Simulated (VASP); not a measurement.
Runs of VASP 6.6.1 on HfO2. The structure is that of space group Fm-3m (No. 225), or close to it. The cells are those of the table. 

```csv
task,cell,cutoff (eV),gap on the mesh (eV),pressure (GPa),largest force (eV/Å)
electric field gradients,"a = 3.599 Å, angles 60.7°, 3 atoms",520,3.53,-19.2,0.09
single point,"a = 3.543 Å, angles 60.0°, 3 atoms",520,(a),-4.8,-
single point,"a = 3.635 Å, angles 59.3°, 3 atoms",600,3.53,-19.5,0.07
electric field gradients,"a = 3.581 Å, angles 61.3°, 3 atoms",520,3.53,-19.0,0.19
electric field gradients,"a = 3.635 Å, angles 59.3°, 3 atoms",520,3.53,-19.2,0.07
```

Alike in all rows: level LDA; potentials or basis VASP PAW LDA potentials, release 64 (Hf_pv, O); no spin polarisation; k mesh 8 × 8 × 8; smearing fermi-dirac 0.01 eV.

Problem. Fill in the values left out.

Solution. (a) 3.69.

Caveats: the cell stands under tension; spin-orbit coupling is left out, which moves the levels of the heavy elements.

A k mesh can miss the band edges, and the runs leave out spin-orbit coupling on Hf.
